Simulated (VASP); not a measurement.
Wanted: the native input for a VASP 6.6.1 run.

| Quantity | Value |
| --- | --- |
| Task | single point |
| Functional | PBE |
| Potentials or basis | VASP PAW PBE potentials, release 64 (Y_sv) |
| Cutoff | 520 eV |
| k mesh | 10 × 7 × 1 |
| Occupations | fermi-dirac, width 0.05 eV |
| Spin | no spin polarisation |
| Dipole correction | yes |
| Further INCAR settings | ALGO = Normal; EDIFF = 1e-07; NBANDS = 42 |

The structure of Y lies in POSCAR:

```
Y
1.0
    3.6580181829      0.0000000000      0.0000000000
    0.0000000000      5.6733912590      0.0000000000
    0.0000000000      0.0000000000     23.3919000000
Y
6
Direct
    0.7500000000      0.7500000000      0.3419997468
    0.2500000000      0.2500000000      0.3871426766
    0.2500000000      0.7500000000      0.4774285351
    0.7500000000      0.2500000000      0.5225714649
    0.7500000000      0.7500000000      0.6128573234
    0.2500000000      0.2500000000      0.6580002532
```

The input as run:

INCAR

```
SYSTEM = Y
PREC = Accurate ; ENCUT = 520
EDIFF = 1E-7 ; ISMEAR = -1
SIGMA = 0.05 ; LREAL = .FALSE.
LASPH = .TRUE. ; NELM = 100
ALGO = Normal ; ISIF = 2
LWAVE = .FALSE. ; LCHARG = .TRUE.
LDIPOL = .TRUE. ; IDIPOL = 3
DIPOL = 0.5 0.5 0.500 ; GGA = PE
LELF = .TRUE. ; LVHAR = .TRUE.
LVACPOTAV = .TRUE. ; NBANDS = 42
```

KPOINTS

```
Automatic mesh
0
G
  10 7 1
  0 0 0
```

Potentials or basis: VASP PAW PBE potentials, release 64 (Y_sv).

The run is started by

```sh
$ cat potpaw_PBE.64/Y_sv/POTCAR > POTCAR
$ mpirun -np 1 vasp_std > vasp.out
```

It gave:

```json
{
 "Largest force": "0.268 eV/Å",
 "Band gap on the k mesh": "zero (band 33 reaches -0.42 eV, above the bottom of band 34 at -1.01 eV)"
}
```

Run time: 25 min on 1 thread of AMD EPYC 7R43 64-Core Processor (Zen 3), with other jobs on the host, peak memory 0.66 GiB.
